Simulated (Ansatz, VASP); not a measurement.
One calculation of BAs, two programs

```
CELL_PARAMETERS angstrom
0.00000 2.44914 2.44914
2.44914 0.00000 2.44914
2.44914 2.44914 0.00000
ATOMIC_POSITIONS crystal
B 0.75000 0.75000 0.75000
As 0.00000 0.00000 0.00000
```

Change from the starting cell: volume scaled by 1.05, crystal datasets.

Alike in both runs: task electric field gradients; functional LDA; k mesh 11 × 11 × 11; occupations fermi-dirac, width 0.01 eV; no spin polarisation.

|  | VASP | Ansatz |
| --- | --- | --- |
| version | VASP 6.6.1 | Ansatz 0.2.0 |
| potentials or method | VASP PAW LDA potentials, release 64 (B, As), cutoff 420 eV | all-electron PAW with datasets made for the crystal, scalar-relativistic |

|  | VASP | Ansatz | Ansatz less VASP |
| --- | --- | --- | --- |
| gap on the k mesh at the Fermi level (eV) | 1.21 | 1.22 | +0.008 |

LDA's correlation is that of Perdew and Zunger in VASP and of Perdew and Wang (1992) in Ansatz. Ansatz ran all-electron here, and VASP with PAW potentials.
